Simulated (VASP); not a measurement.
Crystal: CdS (Hawleyite).

```
CELL_PARAMETERS angstrom
0.00000 2.91650 2.91650
2.91650 0.00000 2.91650
2.91650 2.91650 0.00000
ATOMIC_POSITIONS crystal
Cd 0.00000 0.00000 0.00000
S 0.75000 0.75000 0.75000
```

Base run:

| Quantity | Value |
| --- | --- |
| Program | VASP 6.6.1 |
| Functional | PBEsol |
| Potentials or basis | VASP PAW PBE potentials, release 64 (Cd, S) |
| Cutoff | 520 eV |
| k mesh | 5 × 5 × 5 |
| Occupations | fermi-dirac, width 0.05 eV |
| Spin | no spin polarisation |

Its results: band gap on the k mesh 1.00 eV, direct; pressure 0.2 GPa.

Question: After a change of settings the same cell gave: band gap on the k mesh 1.59 eV, direct; pressure 1.8 GPa. Which change was it?
A. functional from PBEsol to PBE; further incar settings from ALGO = Normal; EDIFF = 1e-06; NBANDS = 16 to ALGO = Normal; EDIFF = 1e-07; NBANDS = 16
B. k mesh from 5 × 5 × 5 to 8 × 8 × 8; dispersion from none to D3(BJ)
C. functional from PBEsol to r2SCAN

Answer: C.

r2SCAN gives the wider gap, since meta-GGAs in the generalised Kohn-Sham scheme recover part of the derivative discontinuity.

Caveats: the PAW data sets were made with another functional, which shifts forces and pressure a little.
